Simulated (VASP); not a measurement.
# SrO (Fm-3m) in VASP: further runs, part 2 of 2

VASP 6.6.1.

## Step 4: Vibrations by perturbation theory, LDA

This run uses another cell than the first one, of 16.24 Å³/atom.

INCAR reads:

```
  PREC = Accurate
  ENCUT = 520
  EDIFF = 1E-8
  ISMEAR = 0
  SIGMA = 0.01
  LREAL = False
  LASPH = True
  NELM = 80
  ALGO = Normal
  ISIF = 2
  LWAVE = False
  LCHARG = False
  IBRION = 8
  NSW = 1
  LEPSILON = True
```

KPOINTS reads:

```
regular mesh
0
Gamma
  8 8 8
```

POSCAR reads:

```
SrO
1.0
    0.0000000000      2.5321945805      2.5321945805
    2.5321945805      0.0000000000      2.5321945805
    2.5321945805      2.5321945805      0.0000000000
Sr O
1 1
Direct
    0.5000000000      0.5000000000      0.5000000000
    0.0000000000      0.0000000000      0.0000000000
```

Potentials or basis: VASP PAW LDA potentials, release 64 (Sr_sv, O).

Started as:

```
$ cat potpaw_LDA.64/Sr_sv/POTCAR potpaw_LDA.64/O/POTCAR > POTCAR
$ mpirun -np 1 vasp_std > vasp.out
```

OUTCAR:

```text
PREC = Accurate
   ENCUT = 520
   EDIFF = 1E-8
   ISMEAR = 0
   LREAL = False
   LASPH = True
   NELM = 80
   ISIF = 2
   IBRION = 8
   NSW = 1
   LEPSILON = True

 ion  position               nearest neighbor table
   1  0.500  0.500  0.500-   2 2.53   2 2.53   2 2.53   2 2.53   2 2.53   2 2.53
   2  0.000  0.000  0.000-   1 2.53   1 2.53   1 2.53   1 2.53   1 2.53   1 2.53

  LATTYP: Found a face centered cubic cell.
 ALAT       =     5.0643891610

  Lattice vectors:

 A1 = (   0.0000000000,   2.5321945805,   2.5321945805)
 A2 = (   2.5321945805,   0.0000000000,   2.5321945805)
 A3 = (   2.5321945805,   2.5321945805,   0.0000000000)

Analysis of symmetry for initial positions (statically):
=====================================================================
 Subroutine PRICEL returns:
 Original cell was already a primitive cell.

 Routine SETGRP: Setting up the symmetry group for a
 face centered cubic supercell.

 Subroutine GETGRP returns: Found 48 space group operations
 (whereof 48 operations were pure point group operations)
 out of a pool of 48 trial point group operations.

The static configuration has the point symmetry O_h .

Analysis of symmetry for dynamics (positions and initial velocities):
=====================================================================
 Subroutine PRICEL returns:
 Original cell was already a primitive cell.

 Routine SETGRP: Setting up the symmetry group for a
 face centered cubic supercell.

[... 617 lines left out ...]

 PIEZOELECTRIC TENSOR (including local field effects)  for field in x, y, z        (C/m^2)
          XX          YY          ZZ          XY          YZ          ZX
  --------------------------------------------------------------------------------
  x     0.00000     0.00000     0.00000     0.00000     0.00000     0.00000
  y     0.00000     0.00000     0.00000     0.00000     0.00000     0.00000
  z     0.00000     0.00000     0.00000     0.00000     0.00000     0.00000

 BORN EFFECTIVE CHARGES (including local field effects) (in |e|, cummulative output)
 ---------------------------------------------------------------------------------
 ion    1
    1     2.48172     0.00000    -0.00000
    2     0.00000     2.48172     0.00000
    3    -0.00000     0.00000     2.48172
 ion    2
    1    -2.48172     0.00000     0.00000
    2     0.00000    -2.48172    -0.00000
    3     0.00000    -0.00000    -2.48172

 INTERNAL STRAIN TENSOR FOR ION    2 for displacements in x,y,z  (eV/Angst):
          X           Y           Z          XY          YZ          ZX
  --------------------------------------------------------------------------------
  x     0.00000     0.00000     0.00000     0.00000     0.00000     0.00000
  y     0.00000     0.00000     0.00000     0.00000     0.00000     0.00000
  z     0.00000     0.00000     0.00000     0.00000     0.00000     0.00000

 SECOND DERIVATIVES (NOT SYMMETRIZED)
 ------------------------------------
               1X          1Y          1Z          2X          2Y          2Z
  1X    -2.507466    0.000000    0.000000    2.507466    0.000000    0.000000
  1Y     0.000000   -2.507466    0.000000    0.000000    2.507466    0.000000
  1Z     0.000000    0.000000   -2.507466    0.000000    0.000000    2.507466
  2X     2.491674    0.000000    0.000000   -2.491674    0.000000    0.000000
  2Y     0.000000    2.491674    0.000000    0.000000   -2.491674    0.000000
  2Z     0.000000    0.000000    2.491674    0.000000    0.000000   -2.491674

 Eigenvectors and eigenvalues of the dynamical matrix
 ----------------------------------------------------

   1 f  =    6.712267 THz    42.174418 2PiTHz  223.897131 cm-1    27.759694 meV
             X         Y         Z           dx          dy          dz
      2.532195  2.532195  2.532195     0.000000   -0.394002    0.000000
      0.000000  0.000000  0.000000     0.000000    0.919109    0.000000
[... 21 lines left out ...]
   6 f/i=    0.007678 THz     0.048245 2PiTHz    0.256125 cm-1     0.031755 meV
             X         Y         Z           dx          dy          dz
      2.532195  2.532195  2.532195    -0.883380   -0.250198    0.042452
      0.000000  0.000000  0.000000    -0.378686   -0.107255    0.018198

--------------------------------------------------------------------------------------------------------

 MACROSCOPIC STATIC DIELECTRIC TENSOR IONIC CONTRIBUTION
 ------------------------------------------------------
          13.730416     0.000000     0.000000
           0.000000    13.730416     0.000000
           0.000000     0.000000    13.730416
 ------------------------------------------------------

 ELASTIC MODULI CONTR FROM IONIC RELAXATION (kBar)
 Direction    XX          YY          ZZ          XY          YZ          ZX
 --------------------------------------------------------------------------------
 XX           0.0000      0.0000      0.0000      0.0000      0.0000      0.0000
 YY           0.0000      0.0000      0.0000      0.0000      0.0000      0.0000
 ZZ           0.0000      0.0000      0.0000      0.0000      0.0000      0.0000
 XY           0.0000      0.0000      0.0000      0.0000      0.0000      0.0000
 YZ           0.0000      0.0000      0.0000      0.0000      0.0000      0.0000
 ZX           0.0000      0.0000      0.0000      0.0000      0.0000      0.0000
 --------------------------------------------------------------------------------

 PIEZOELECTRIC TENSOR IONIC CONTR  for field in x, y, z        (C/m^2)
          XX          YY          ZZ          XY          YZ          ZX
  --------------------------------------------------------------------------------
  x     0.00000     0.00000     0.00000     0.00000     0.00000     0.00000
  y     0.00000     0.00000     0.00000     0.00000     0.00000     0.00000
  z     0.00000     0.00000     0.00000     0.00000     0.00000     0.00000
```

It took 7.8 min on 1 thread of Intel Xeon 8259CL, shared host; peak memory 0.21 GiB.

What came out:

| Property | Result |
| --- | --- |
| Electronic dielectric tensor (diagonal) | 3.91 |
| Born charges (mean of the diagonal) | Sr +2.48; O -2.48 e |
| Highest phonon frequency at Γ, LO-TO splitting left out | 224 cm⁻¹ |

Phonon frequencies in cm⁻¹ (negative: imaginary):
| q point | frequencies |
| --- | --- |
| (0.000, 0.000, 0.000) | 0 0 0 224 224 224 |

Electronic dielectric tensor:
```
3.91 0.00 0.00
0.00 3.91 0.00
0.00 0.00 3.91
```

Born effective charge tensors (e):
atom 1, Sr
```
2.48 0.00 0.00
0.00 2.48 0.00
0.00 0.00 2.48
```
atom 2, O
```
-2.48  0.00  0.00
 0.00 -2.48  0.00
 0.00  0.00 -2.48
```

## Step 5: Vibrations by perturbation theory, LDA

This run uses another cell than the first one, of 16.24 Å³/atom.

INCAR reads:

```
PREC = Accurate ; ENCUT = 520
EDIFF = 1E-8 ; ISMEAR = 0
SIGMA = 0.01 ; LREAL = F
LASPH = T ; NELM = 80
ALGO = Normal ; ISIF = 2
LWAVE = F ; LCHARG = F
NBANDS = 15 ; IBRION = 8
NSW = 1
```

KPOINTS is that of step 4.

POSCAR is that of step 4.

Potentials or basis: VASP PAW LDA potentials, release 64 (Sr_sv, O).

Started as:

```
$ cat potpaw_LDA.64/Sr_sv/POTCAR potpaw_LDA.64/O/POTCAR > POTCAR
$ mpirun -np 1 vasp_std > vasp.out
```

OUTCAR:

```text
PREC = Accurate
   ENCUT = 520
   EDIFF = 1E-8
   ISMEAR = 0
   LREAL = F
   LASPH = T
   NELM = 80
   ISIF = 2
   IBRION = 8
   NSW = 1

 ion  position               nearest neighbor table
   1  0.500  0.500  0.500-   2 2.53   2 2.53   2 2.53   2 2.53   2 2.53   2 2.53
   2  0.000  0.000  0.000-   1 2.53   1 2.53   1 2.53   1 2.53   1 2.53   1 2.53

  LATTYP: Found a face centered cubic cell.
 ALAT       =     5.0643891610

  Lattice vectors:

 A1 = (   0.0000000000,   2.5321945805,   2.5321945805)
 A2 = (   2.5321945805,   0.0000000000,   2.5321945805)
 A3 = (   2.5321945805,   2.5321945805,   0.0000000000)

Analysis of symmetry for initial positions (statically):
=====================================================================
 Subroutine PRICEL returns:
 Original cell was already a primitive cell.

 Routine SETGRP: Setting up the symmetry group for a
 face centered cubic supercell.

 Subroutine GETGRP returns: Found 48 space group operations
 (whereof 48 operations were pure point group operations)
[... 657 lines left out ...]

 INTERNAL STRAIN TENSOR  FOR ION    2  DIRECTION 1   (eV/Angst):
 -----------------------------------------------------------------------------
     0.00143  0.00000 -0.00000
     0.00000 -0.00437  0.00000
     0.00000  0.00000 -0.00437

 INTERNAL STRAIN TENSOR FOR ION    2 for displacements in x,y,z  (eV/Angst):
          X           Y           Z          XY          YZ          ZX
  --------------------------------------------------------------------------------
  x     0.00000     0.00000     0.00000     0.00000     0.00000     0.00000
  y     0.00000     0.00000     0.00000     0.00000     0.00000     0.00000
  z     0.00000     0.00000     0.00000     0.00000     0.00000     0.00000

 SECOND DERIVATIVES (NOT SYMMETRIZED)
 ------------------------------------
               1X          1Y          1Z          2X          2Y          2Z
  1X    -2.506736    0.000000    0.000000    2.506736    0.000000    0.000000
  1Y     0.000000   -2.506736    0.000000    0.000000    2.506736    0.000000
  1Z     0.000000    0.000000   -2.506736    0.000000    0.000000    2.506736
  2X     2.490956    0.000000    0.000000   -2.490956    0.000000    0.000000
  2Y     0.000000    2.490956    0.000000    0.000000   -2.490956    0.000000
  2Z     0.000000    0.000000    2.490956    0.000000    0.000000   -2.490956

 Eigenvectors and eigenvalues of the dynamical matrix
 ----------------------------------------------------

   1 f  =    6.711298 THz    42.168326 2PiTHz  223.864790 cm-1    27.755684 meV
             X         Y         Z           dx          dy          dz
      2.532195  2.532195  2.532195    -0.139050   -0.368650    0.000000
      0.000000  0.000000  0.000000     0.324369    0.859969    0.000000
[... 21 lines left out ...]
   6 f/i=    0.007674 THz     0.048217 2PiTHz    0.255976 cm-1     0.031737 meV
             X         Y         Z           dx          dy          dz
      2.532195  2.532195  2.532195    -0.104400    0.550314    0.728709
      0.000000  0.000000  0.000000    -0.044754    0.235908    0.312382

--------------------------------------------------------------------------------------------------------

 ELASTIC MODULI CONTR FROM IONIC RELAXATION (kBar)
 Direction    XX          YY          ZZ          XY          YZ          ZX
 --------------------------------------------------------------------------------
 XX           0.0000      0.0000      0.0000      0.0000      0.0000      0.0000
 YY           0.0000      0.0000      0.0000      0.0000      0.0000      0.0000
 ZZ           0.0000      0.0000      0.0000      0.0000      0.0000      0.0000
 XY           0.0000      0.0000      0.0000      0.0000      0.0000      0.0000
 YZ           0.0000      0.0000      0.0000      0.0000      0.0000      0.0000
 ZX           0.0000      0.0000      0.0000      0.0000      0.0000      0.0000
 --------------------------------------------------------------------------------
```

stdout:

```text
POSCAR found type information on POSCAR SrO
 POSCAR found :  2 types and       2 ions
 scaLAPACK will be used
 LDA part: xc-table for (Slater(with rela. corr.)+CA(PZ))
 , standard interpolation
 POSCAR, INCAR and KPOINTS ok, starting setup
 FFT: planning ... GRIDC
 FFT: planning ... GRID_SOFT
 FFT: planning ... GRID
 WAVECAR not read
 entering main loop
 Linear response reoptimize wavefunctions to high precision
 Linear response DOF=           2
 Linear response progress:
 first order change of Fermi-energy   0.15706E-03
 force on displaced ion       1 direction 1 :  -2.507   0.000   0.000
 Linear response progress:
 first order change of Fermi-energy  -0.42546E-05
 force on displaced ion       2 direction 1 :  -2.491   0.000   0.000
 Linear response finished
```

Run time: 2.9 min. Hardware: 1 thread of Intel Xeon 8259CL, shared host; peak memory 0.22 GiB.

What came out:

```
Highest phonon frequency at Γ, LO-TO splitting left out : 224 cm⁻¹
```

Phonon frequencies in cm⁻¹ (negative: imaginary):
```csv
q point,frequencies
"(0.000, 0.000, 0.000)",0 0 0 224 224 224
```

## Step 6: Vibrations by perturbation theory, LDA (16.48 Å³/atom)

This run uses another cell than the first one, of 16.48 Å³/atom.

INCAR reads:

```
PREC = Accurate
ENCUT = 520
EDIFF = 1E-8
ISMEAR = 0
SIGMA = 0.01
LREAL = F
LASPH = T
NELM = 60
ALGO = Normal
ISIF = 2
LWAVE = F
LCHARG = T
GGA = CA
NBANDS = 15
IBRION = 8
NSW = 1
```

KPOINTS is that of step 5.

POSCAR reads:

```
SrO
1.0
    0.0000000000      2.5447927709      2.5447927709
    2.5447927709      0.0000000000      2.5447927709
    2.5447927709      2.5447927709      0.0000000000
Sr O
1 1
Direct
    0.5000000000      0.5000000000      0.5000000000
    0.0000000000      0.0000000000      0.0000000000
```

Potentials or basis: VASP PAW LDA potentials, release 64 (Sr_sv, O).

Started as:

```
$ cat potpaw_LDA.64/Sr_sv/POTCAR potpaw_LDA.64/O/POTCAR > POTCAR
$ mpirun -np 1 vasp_std > vasp.out
```

OUTCAR:

```text
PREC = Accurate
   ENCUT = 520
   EDIFF = 1E-8
   ISMEAR = 0
   LREAL = F
   LASPH = T
   NELM = 60
   ISIF = 2
   GGA = CA
   IBRION = 8
   NSW = 1

 ion  position               nearest neighbor table
   1  0.500  0.500  0.500-   2 2.54   2 2.54   2 2.54   2 2.54   2 2.54   2 2.54
   2  0.000  0.000  0.000-   1 2.54   1 2.54   1 2.54   1 2.54   1 2.54   1 2.54

  LATTYP: Found a face centered cubic cell.
 ALAT       =     5.0895855418

  Lattice vectors:

 A1 = (   0.0000000000,   2.5447927709,   2.5447927709)
 A2 = (   2.5447927709,   0.0000000000,   2.5447927709)
 A3 = (   2.5447927709,   2.5447927709,   0.0000000000)

Analysis of symmetry for initial positions (statically):
=====================================================================
 Subroutine PRICEL returns:
 Original cell was already a primitive cell.

 Routine SETGRP: Setting up the symmetry group for a
[... 661 lines left out ...]

 INTERNAL STRAIN TENSOR  FOR ION    2  DIRECTION 1   (eV/Angst):
 -----------------------------------------------------------------------------
     0.00153  0.00000 -0.00000
     0.00000 -0.00418 -0.00000
    -0.00000 -0.00000 -0.00418

 INTERNAL STRAIN TENSOR FOR ION    2 for displacements in x,y,z  (eV/Angst):
          X           Y           Z          XY          YZ          ZX
  --------------------------------------------------------------------------------
  x     0.00000     0.00000     0.00000     0.00000     0.00000     0.00000
  y     0.00000     0.00000     0.00000     0.00000     0.00000     0.00000
  z     0.00000     0.00000     0.00000     0.00000     0.00000     0.00000

 SECOND DERIVATIVES (NOT SYMMETRIZED)
 ------------------------------------
               1X          1Y          1Z          2X          2Y          2Z
  1X    -2.307329    0.000000    0.000000    2.307329    0.000000    0.000000
  1Y     0.000000   -2.307329    0.000000    0.000000    2.307329    0.000000
  1Z     0.000000    0.000000   -2.307329    0.000000    0.000000    2.307329
  2X     2.295515    0.000000    0.000000   -2.295515    0.000000    0.000000
  2Y     0.000000    2.295515    0.000000    0.000000   -2.295515    0.000000
  2Z     0.000000    0.000000    2.295515    0.000000    0.000000   -2.295515

 Eigenvectors and eigenvalues of the dynamical matrix
 ----------------------------------------------------

   1 f  =    6.442043 THz    40.476553 2PiTHz  214.883439 cm-1    26.642139 meV
             X         Y         Z           dx          dy          dz
      2.544793  2.544793  2.544793    -0.204940    0.336277    0.000000
      0.000000  0.000000  0.000000     0.478358   -0.784915   -0.000000
[... 21 lines left out ...]
   6 f/i=    0.005985 THz     0.037606 2PiTHz    0.199645 cm-1     0.024753 meV
             X         Y         Z           dx          dy          dz
      2.544793  2.544793  2.544793     0.000715   -0.161440   -0.904906
      0.000000  0.000000  0.000000     0.000306   -0.069165   -0.387684

--------------------------------------------------------------------------------------------------------

 ELASTIC MODULI CONTR FROM IONIC RELAXATION (kBar)
 Direction    XX          YY          ZZ          XY          YZ          ZX
 --------------------------------------------------------------------------------
 XX           0.0000      0.0000      0.0000      0.0000      0.0000      0.0000
 YY           0.0000      0.0000      0.0000      0.0000      0.0000      0.0000
 ZZ           0.0000      0.0000      0.0000      0.0000      0.0000      0.0000
 XY           0.0000      0.0000      0.0000      0.0000      0.0000      0.0000
 YZ           0.0000      0.0000      0.0000      0.0000      0.0000      0.0000
 ZX           0.0000      0.0000      0.0000      0.0000      0.0000      0.0000
 --------------------------------------------------------------------------------
```

OSZICAR:

```text
N       E                     dE             d eps       ncg     rms          rms(c)
DAV:   1     0.617709145071E+02    0.61771E+02   -0.77637E+03   870   0.101E+03
DAV:   2    -0.119416608282E+02   -0.73713E+02   -0.67028E+02  1136   0.219E+02
DAV:   3    -0.155206891770E+02   -0.35790E+01   -0.35619E+01  1308   0.417E+01
DAV:   4    -0.155782180560E+02   -0.57529E-01   -0.57520E-01  1043   0.467E+00
[... 49 lines left out ...]
RMM:   9    -0.358662315184E+00    0.40218E-06    0.87707E-07  3760   0.536E-04    0.187E-04
RMM:  10    -0.358662210009E+00    0.10517E-06    0.26350E-07  3859   0.212E-04    0.104E-04
RMM:  11    -0.358662095988E+00    0.11402E-06    0.72619E-09  3736   0.926E-05    0.138E-05
RMM:  12    -0.358662038013E+00    0.57975E-07   -0.77222E-08  3799   0.380E-05    0.381E-06
RMM:  13    -0.358662034714E+00    0.32995E-08    0.40485E-10  3738   0.158E-05    0.195E-06
 Linear response finished
```

Wall time 2.8 min (1 thread of Intel Xeon 8259CL, shared host); peak memory 0.22 GiB.

Results:

- Highest phonon frequency at Γ, LO-TO splitting left out: 215 cm⁻¹

Phonon frequencies in cm⁻¹ (negative: imaginary):
| q point | frequencies |
| --- | --- |
| (0.000, 0.000, 0.000) | 0 0 0 215 215 215 |
